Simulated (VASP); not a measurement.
Write the native input for VASP 6.6.1 that does the following.

| Property | Result |
| --- | --- |
| Task | relaxation of shape and atoms at fixed volume |
| Functional | PBE |
| Dispersion | D3(BJ) |
| Potentials or basis | VASP PAW PBE potentials, release 64 (Pt, Se) |
| Cutoff | 600 eV |
| k mesh | 15 × 15 × 10 |
| Occupations | gaussian, width 0.1 eV |
| Spin | no spin polarisation |
| Dipole correction | no |
| Further INCAR settings | ALGO = Normal; EDIFF = 1e-06; IBRION = 2; EDIFFG = -0.01; NSW = 50; ISIF = 4 |

The structure of PtSe2 lies in POSCAR:

```
PtSe2
1.0
    3.8167467341      0.0000000000      0.0000000000
   -1.9083733671      3.3053996316      0.0000000000
    0.0000000000      0.0000000000      4.9920902098
Pt Se
1 2
Direct
    0.0000000000      0.0000000000      0.0000000000
    0.3333333333      0.6666666667      0.2596012140
    0.6666666667      0.3333333333      0.7403987860
```

This cell differs from its parent crystal: volume scaled by 1.06.

The input as run:

INCAR

```
SYSTEM = PtSe2
PREC = Accurate
ENCUT = 600
EDIFF = 1E-6
ISMEAR = 0
SIGMA = 0.1
LREAL = .False.
LASPH = .True.
NELM = 100
ALGO = Normal
ISIF = 4
LWAVE = .False.
LCHARG = .False.
GGA = PE
IVDW = 12
IBRION = 2
NSW = 50
EDIFFG = -0.01
```

KPOINTS

```
regular mesh
0
Gamma
  15 15 10
  0 0 0
```

Potentials or basis: VASP PAW PBE potentials, release 64 (Pt, Se).

The run is started by

```sh
$ cat potpaw_PBE.64/Pt/POTCAR potpaw_PBE.64/Se/POTCAR > POTCAR
$ mpirun -np 1 vasp_std > vasp.out
```

Results of the run:

```json
{"Energy gained by relaxing": "4.4 meV/atom", "Ionic steps": "6", "Pressure after relaxing": "-2.3 GPa", "Band gap on the k mesh": "zero (band 11 reaches 6.49 eV, above the bottom of band 12 at 5.98 eV)", "Dispersion energy per atom": "-0.461 eV"}
```

Caveat: spin-orbit coupling is left out, which moves the levels of the heavy elements; pairwise dispersion overbinds metals, which lowers pressure and volume.

It took 7 min on 1 thread of AMD EPYC 9R45 96-Core Processor (Zen 5) (shared host), peak memory 0.41 GiB.
